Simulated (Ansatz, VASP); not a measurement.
**Two plane-wave programs on B5N**

The input INCAR:

```
SYSTEM = B5N
PREC = Accurate ; ENCUT = 600
EDIFF = 1E-6 ; ISMEAR = 0
SIGMA = 0.1 ; LREAL = .False.
LASPH = .True. ; NELM = 150
ALGO = Normal ; ISIF = 3
LWAVE = .False. ; LCHARG = .False.
ISPIN = 2 ; MAGMOM = 0 0 0 0 0 0.56
LORBIT = 11 ; GGA = PE
IBRION = 2 ; NSW = 100
EDIFFG = -0.01
```

The input KPOINTS:

```
Automatic mesh
0
Gamma
  12 12 14
  0 0 0
```

The input POSCAR:

```
B5N
1.0
    4.0372669315      0.0000000000      0.0000000000
   -2.0186334658      3.4963757246      0.0000000000
    0.0000000000      0.0000000000      2.9016474500
B N
5 1
Direct
    0.3333333333      0.6666666667      0.0000000000
    0.6666666667      0.3333333333      0.0000000000
    0.5000000000      0.0000000000      0.5000000000
    0.5000000000      0.5000000000      0.5000000000
    0.0000000000      0.5000000000      0.5000000000
    0.0000000000      0.0000000000      0.0000000000
```

Input for Ansatz:

```yaml
crystal:
  lattice:
    - [4.0372669315, 0.0, 0.0]
    - [-2.0186334658, 3.4963757246, 0.0]
    - [0.0, 0.0, 2.90164745]
  atoms:
    - { symbol: B, position: [0.3333333333, 0.6666666667, 0.0] }
    - { symbol: B, position: [0.6666666667, 0.3333333333, 0.0] }
    - { symbol: B, position: [0.5, 0.0, 0.5] }
    - { symbol: B, position: [0.5, 0.5, 0.5] }
    - { symbol: B, position: [0.0, 0.5, 0.5] }
    - { symbol: "N", position: [0.0, 0.0, 0.0], spin: 0.56 }
basis:
  ecutwfc: 420
kpoints:
  mp_grid: { grid: [12, 12, 14] }
hamiltonian:
  xc: pbe
scf:
  occupations: { method: gaussian, width: 0.1 }
output:
  forces: true
  stress: true
  eigenvalues: true
  populations: true
  write_density: true
  write_potential: true
  elf: true
  volumetric_format: npy
magnetization:
  spin_polarized: true
relax:
  adjacent_minimum: "off"
  f_tol: 0.01
  max_steps: 80
  cell: { stress_tol: 0.05 }
```

Change from the starting cell: species swapped into the GdCu5 type (P6/mmm, No. 191).

Alike in both runs: task relaxation of cell and atoms; functional PBE; k mesh 12 × 12 × 14; occupations gaussian, width 0.1 eV; collinear spin.

|  | VASP | Ansatz |
| --- | --- | --- |
| version | VASP 6.6.1 | Ansatz 0.2.0 |
| potentials or method | VASP PAW PBE potentials, release 64 (B, N), cutoff 600 eV | scalar-relativistic, plane waves, PAW |
| valence electrons in the cell | 20 | 20 |

|  | VASP | Ansatz | Ansatz less VASP |
| --- | --- | --- | --- |
| gap on the k mesh at the Fermi level, each at its own relaxed structure (eV) | none | none | - |
| net moment per atom (μB) | 0.10 | 0.10 | +0.001 |
| size of the moment on the site where the two differ most (μB) | 0.42 | 0.51 | +0.094 |
| relaxed volume (Å³/atom) | 6.84 | 6.85 | +0.008 |
| relaxed length of the cell vector where the two differ most in proportion (Å) | 4.042 | 4.044 | +0.0026 |

Site moments also hang on the region over which each program counts them. A gap of «none» marks a metal or a gap that the smearing closes.

Noted on VASP's run: too few bands were computed for a metal, which touches its energy and stress.
